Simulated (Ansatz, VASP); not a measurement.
Two plane-wave programs on SiC

```xyz
2
Lattice="-0.0340 2.1876 2.1876 2.1876 -0.0340 2.1876 2.1876 2.1876 -0.0340" Properties=species:S:1:pos:R:3 pbc="T T T"
Si   -0.0027   -0.0027   -0.0027
C     1.0880    1.0880    1.0880
```

Change from the starting cell: epitaxial_111 strain +2.0%.

Alike in both runs: task single point; functional r2SCAN; k mesh 10 × 10 × 10; no spin polarisation.

|  | VASP | Ansatz |
| --- | --- | --- |
| version | VASP 6.6.1 | Ansatz 0.2.0 |
| potentials or method | VASP PAW PBE potentials, release 64 (Si, C) | plane waves, PAW |
| plane-wave cutoff (eV) | 520 | 500 |
| occupations | gaussian, width 0.01 eV | fixed |
| valence electrons in the cell | 8 | 8 |

VASP gave:

```
gap on the k mesh at the Fermi level (eV)                     : 1.60
pressure (GPa)                                                : -7.7
traceless stress, the component that is largest in VASP (GPa) : 3.78
```

What did Ansatz give for the same quantities?

gap on the k mesh at the Fermi level (eV): 1.59; pressure (GPa): -7.6; traceless stress, the component that is largest in VASP (GPa): 3.76.

VASP's potentials were made for PBE, not for r2SCAN.
